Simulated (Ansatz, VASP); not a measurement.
**Two plane-wave programs on W**

File INCAR:

```
PREC = Accurate
ENCUT = 520
EDIFF = 1E-6
ISMEAR = 0
SIGMA = 0.15
LREAL = False
LASPH = True
NELM = 80
ALGO = Fast
ISIF = 2
LWAVE = False
LCHARG = False
NBANDS = 13
```

Contents of KPOINTS:

```
Automatic mesh
0
Gamma
  22 22 22
```

POSCAR

```
W
1.0
   -0.7271825891      1.7117997657      1.7117997657
    1.7117997657     -0.7271825891      1.7117997657
    1.7117997657      1.7117997657     -0.7271825891
W
1
Direct
    0.0000000000      0.0000000000      0.0000000000
```

Input for Ansatz:

```yaml
crystal:
  lattice:
    - [-0.7271825891, 1.7117997657, 1.7117997657]
    - [1.7117997657, -0.7271825891, 1.7117997657]
    - [1.7117997657, 1.7117997657, -0.7271825891]
  atoms:
    - { symbol: W, position: [0.0, 0.0, 0.0] }
basis:
  ecutwfc: 420
kpoints:
  mp_grid: { grid: [22, 22, 22] }
hamiltonian:
  xc: lda
  pseudopotentials: { kind: paw, azcp: { folder: soft_1 } }
scf:
  occupations: { method: gaussian, width: 0.15 }
output:
  forces: true
  stress: true
  eigenvalues: true
```

Alike in both runs: task single point; functional LDA; k mesh 22 × 22 × 22; occupations gaussian, width 0.15 eV; no spin polarisation.

```csv
,VASP,Ansatz
version,VASP 6.6.1,Ansatz 0.2.0
potentials or method,"VASP PAW LDA potentials, release 64 (W_sv), cutoff 520 eV","scalar-relativistic, plane waves, PAW"
valence electrons in the cell,14,14
```

|  | VASP | Ansatz | Ansatz less VASP |
| --- | --- | --- | --- |
| gap on the k mesh at the Fermi level (eV) | none | none | - |
| pressure (GPa) | 24.1 | 21.8 | -2.27 |
| traceless stress, the component that is largest in VASP (GPa) | 8.72 | 8.59 | -0.128 |

Ansatz warns that its potentials were made for another functional, while VASP's fit it. LDA's correlation is that of Perdew and Zunger in VASP and of Perdew and Wang (1992) in Ansatz. A gap of «none» marks a metal or a gap that the smearing closes.

Spin-orbit coupling is off throughout.
